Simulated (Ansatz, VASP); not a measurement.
## HfO2: VASP beside Ansatz

```
Hf O
1.0
     0.00000    2.62144    2.55750
     2.62144    0.00000    2.55750
     2.62144    2.62144    0.00000
Hf O
1 2
Direct
  0.00000 0.00000 0.00000
  0.25000 0.25000 0.25000
  0.75000 0.75000 0.75000
```

Change from the starting cell: strain +0.025 along x and y, +0.000 along z, atoms carried along.

Alike in both runs: task single point; functional r2SCAN; k mesh 8 × 8 × 8; occupations gaussian, width 0.05 eV; no spin polarisation.

|  | VASP | Ansatz |
| --- | --- | --- |
| version | VASP 6.6.1 | Ansatz 0.2.0 |
| potentials or method | VASP PAW PBE potentials, release 64 (Hf_pv, O), cutoff 520 eV | scalar-relativistic, plane waves, PAW |
| valence electrons in the cell | 22 | 38 |

|  | VASP | Ansatz | Ansatz less VASP |
| --- | --- | --- | --- |
| gap on the k mesh at the Fermi level (eV) | 3.87 | 3.88 | +0.013 |
| least direct gap on the mesh (eV) | 3.88 | 3.89 | +0.012 |
| pressure (GPa) | -22.0 | -18.8 | +3.19 |
| traceless stress, the component that is largest in VASP (GPa) | 7.36 | 7.26 | -0.104 |

VASP's potentials were made for PBE, not for r2SCAN. VASP's potentials hold 22 valence electrons a cell and Ansatz's 38, so a difference there can come from the potentials and not from the codes.

Neither program's run includes spin-orbit coupling.
